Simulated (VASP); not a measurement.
# BaAg2F6 (P1) in VASP: notebook, part 2 of 2

VASP 6.6.1.

### 3 Single point, PBE

Input file INCAR:

```
SYSTEM = BaAg2F6
PREC     = Accurate       ! precision mode
ENCUT    = 520            ! plane-wave cutoff, eV
EDIFF    = 1E-6           ! SCF threshold, eV
ISMEAR   = 0              ! smearing method
SIGMA    = 0.1            ! smearing width, eV
LREAL    = .FALSE.        ! projectors in reciprocal space
LASPH    = .TRUE.         ! aspherical terms in the spheres
NELM     = 100            ! most SCF steps
ALGO     = Normal         ! electronic algorithm
ISIF     = 2              ! what is computed and relaxed
LWAVE    = .FALSE.        ! write WAVECAR
LCHARG   = .TRUE.         ! write CHGCAR
GGA      = PE             ! functional
LELF     = .TRUE.         ! ELF
LVHAR    = .TRUE.       
NBANDS   = 47             ! bands
```

Input file KPOINTS:

```
Automatic mesh
0
G
  4 4 4
  0 0 0
```

Input file POSCAR:

```
BaAg2F6
1.0
    6.0768939517      0.0000000000      0.0000000000
   -2.9905343060      5.3185621466      0.0000000000
   -3.0355336971     -1.7405028676      5.0942419401
Ba Ag F
1 2 6
Direct
    0.9906356272      0.4818073152      0.4821204806
    0.5016880718      0.2513143914      0.7507656417
    0.4985244741      0.7491038484      0.2507478626
    0.0217729204      0.0521737518      0.5666610498
    0.9789157248      0.4706207675      0.9024264112
    0.6000041752      0.5483217987      0.0684678077
    0.5605670127      0.0421253455      0.0482858073
    0.3993304493      0.9271920202      0.4581258617
    0.4485615443      0.4773407612      0.4723990776
```

Potentials or basis: VASP PAW PBE potentials, release 64 (Ba_sv, Ag, F).

Command:

```bash
> cat potpaw_PBE.64/Ba_sv/POTCAR potpaw_PBE.64/Ag/POTCAR potpaw_PBE.64/F/POTCAR > POTCAR
> mpirun -np 1 vasp_std > vasp.out
```

OUTCAR:

```text
SYSTEM = BaAg2F6
   PREC = Accurate
   ENCUT = 520
   EDIFF = 1E-6
   ISMEAR = 0
   LREAL = .FALSE.
   LASPH = .TRUE.
   NELM = 100
   ISIF = 2
   GGA = PE

 ion  position               nearest neighbor table
   1  0.991  0.482  0.482-   5 2.63   8 2.71   6 2.71   7 2.72   4 2.75   9 2.83   9 3.25   3 3.69
                             2 3.69   3 3.70   2 3.73   3 3.77   2 3.79   2 3.87   3 3.92
   2  0.502  0.251  0.751-   4 2.13   5 2.14   9 2.21   7 2.23   8 2.29   6 2.29   1 3.69   1 3.73
                             1 3.79   1 3.87
   3  0.499  0.749  0.251-   6 2.14   8 2.14   9 2.16   7 2.17   4 2.33   5 2.35   1 3.69   1 3.70
                             1 3.77   1 3.92
   4  0.022  0.052  0.567-   2 2.13   3 2.33   1 2.75
   5  0.979  0.471  0.902-   2 2.14   3 2.35   1 2.63
   6  0.600  0.548  0.068-   3 2.14   2 2.29   1 2.71
   7  0.561  0.042  0.048-   3 2.17   2 2.23   1 2.72
   8  0.399  0.927  0.458-   3 2.14   2 2.29   1 2.71
   9  0.449  0.477  0.472-   3 2.16   2 2.21   1 2.83   1 3.25

  LATTYP: Found a triclinic cell.
 ALAT       =     6.0768939517
 B/A-ratio  =     1.0118993038
 C/A-ratio  =     1.0174743373
 COS(alpha) =     0.0034128173
 COS(beta)  =     0.4918840547
 COS(gamma) =     0.5019119978

  Lattice vectors:
[... 206 lines left out ...]
      4     -21.6943      2.00000
      5     -21.6453      2.00000
      6     -21.6062      2.00000
[... 1189 lines left out ...]
     46       8.5294      0.00000
     47       9.0824      0.00000

 [... further k-points ...]

------------------------ aborting loop because EDIFF is reached ----------------------------------------

  FORCE on cell =-STRESS in cart. coord.  units (eV):
  Direction    XX          YY          ZZ          XY          YZ          ZX
  --------------------------------------------------------------------------------------
  -------------------------------------------------------------------------------------
  Total       -0.0255701      0.1549141      0.0291822     -0.0418847     -0.0828880     -0.0645851
  in kB       -0.2488211      1.5074609      0.2839705     -0.4075776     -0.8065792     -0.6284741
  external PRESSURE =       0.5142034 kB  Pullay stress =       0.0000000 kB

 VOLUME and BASIS-vectors are now :
 -----------------------------------------------------------------------------
  energy-cutoff  :      520.00
  volume of cell :      164.65
      direct lattice vectors                 reciprocal lattice vectors
     6.076893952  0.000000000  0.000000000     0.164557751  0.092527940  0.129669095
    -2.990534306  5.318562147  0.000000000     0.000000000  0.188020742  0.064239320
    -3.035533697 -1.740502868  5.094241940     0.000000000  0.000000000  0.196300060

 POSITION                                       TOTAL-FORCE (eV/Angst)
 -----------------------------------------------------------------------------------
      3.11563      1.72339      2.45604        -0.004523      0.034771      0.011490
      0.01817      0.02992      3.82458         0.015488     -0.008850      0.024675
      0.02811      3.54773      1.27737        -0.002984      0.011300     -0.010130
     -1.74383     -0.70879      2.88671         0.027053     -0.038621      0.005545
      1.80201      0.93235      4.59718        -0.057900     -0.030268      0.060696
      1.79855      2.79712      0.34879        -0.036978      0.027686     -0.044657
      3.13396      0.14000      0.24598        -0.002056     -0.041859     -0.053262
     -1.73677      4.13396      2.33380         0.033613      0.045046      0.001253
     -0.13563      1.71655      2.40652         0.028286      0.000795      0.004389
 -----------------------------------------------------------------------------------
    total drift:                                0.000363      0.000084     -0.000557

  FREE ENERGIE OF THE ION-ELECTRON SYSTEM (eV)
  ---------------------------------------------------
  free  energy   TOTEN  =       -36.4457459094 eV

  energy  without entropy=      -36.4336079996  energy(sigma->0) =      -36.43967695
```

OSZICAR:

```text
N       E                     dE             d eps       ncg     rms          rms(c)
DAV:   1     0.585746259891E+03    0.58575E+03   -0.39662E+04  3392   0.149E+03
DAV:   2     0.539145408118E+00   -0.58521E+03   -0.56844E+03  3903   0.355E+02
DAV:   3    -0.420646872785E+02   -0.42604E+02   -0.42249E+02  3965   0.101E+02
DAV:   4    -0.431679647010E+02   -0.11033E+01   -0.11011E+01  4773   0.129E+01
DAV:   5    -0.431801161253E+02   -0.12151E-01   -0.12150E-01  4013   0.129E+00    0.188E+01
DAV:   6    -0.367028940374E+02    0.64772E+01   -0.31656E+01  3658   0.355E+01    0.154E+01
DAV:   7    -0.365255739493E+02    0.17732E+00   -0.30376E+00  3734   0.143E+01    0.964E+00
DAV:   8    -0.367102458680E+02   -0.18467E+00   -0.32327E+00  3832   0.121E+01    0.783E+00
DAV:   9    -0.364725544523E+02    0.23769E+00   -0.17139E+00  3866   0.945E+00    0.112E+00
DAV:  10    -0.364489625364E+02    0.23592E-01   -0.85508E-02  3743   0.183E+00    0.637E-01
DAV:  11    -0.364453952665E+02    0.35673E-02   -0.19042E-02  3942   0.110E+00    0.193E-01
DAV:  12    -0.364456906485E+02   -0.29538E-03   -0.30555E-03  3603   0.431E-01    0.103E-01
DAV:  13    -0.364457555761E+02   -0.64928E-04   -0.32414E-04  3710   0.129E-01    0.358E-02
DAV:  14    -0.364457519551E+02    0.36210E-05   -0.82670E-05  3880   0.711E-02    0.121E-02
DAV:  15    -0.364457482348E+02    0.37203E-05   -0.87148E-06  4121   0.223E-02    0.781E-03
DAV:  16    -0.364457463312E+02    0.19035E-05   -0.43165E-06  3654   0.156E-02    0.337E-03
DAV:  17    -0.364457459094E+02    0.42181E-06   -0.77584E-07  2794   0.833E-03
   1 F= -.36445746E+02 E0= -.36439677E+02  d E =-.121379E-01
```

stdout:

```text
POSCAR found type information on POSCAR BaAgF
 POSCAR found :  3 types and       9 ions
 scaLAPACK will be used
 LDA part: xc-table for (Slater+PW92), standard interpolation
 POSCAR, INCAR and KPOINTS ok, starting setup
 FFT: planning ... GRIDC
 FFT: planning ... GRID_SOFT
 FFT: planning ... GRID
 WAVECAR not read
 entering main loop
```

It took 2.8 min on 1 thread of Intel Xeon 6975P-C (Granite Rapids), shared host; peak memory 0.46 GiB.

Results:

```yaml
Free_energy: -36.4457 eV
Pressure: 0.1 GPa
Largest_force: 0.089 eV/Å
Band_gap_on_the_k_mesh: zero (band 37 reaches 0.42 eV, above the bottom of band 38 at -0.36 eV)
```

Forces on the atoms (eV/Å):
```
Ba  -0.005  0.035  0.011
Ag   0.015 -0.009  0.025
Ag  -0.003  0.011 -0.010
F    0.027 -0.039  0.006
F   -0.058 -0.030  0.061
F   -0.037  0.028 -0.045
F   -0.002 -0.042 -0.053
F    0.034  0.045  0.001
F    0.028  0.001  0.004
```

Stress tensor (GPa, compression positive):
```
-0.02 -0.04 -0.06
-0.04  0.15 -0.08
-0.06 -0.08  0.03
```

Caveat: spin-orbit coupling is left out, which moves the levels of the heavy elements.
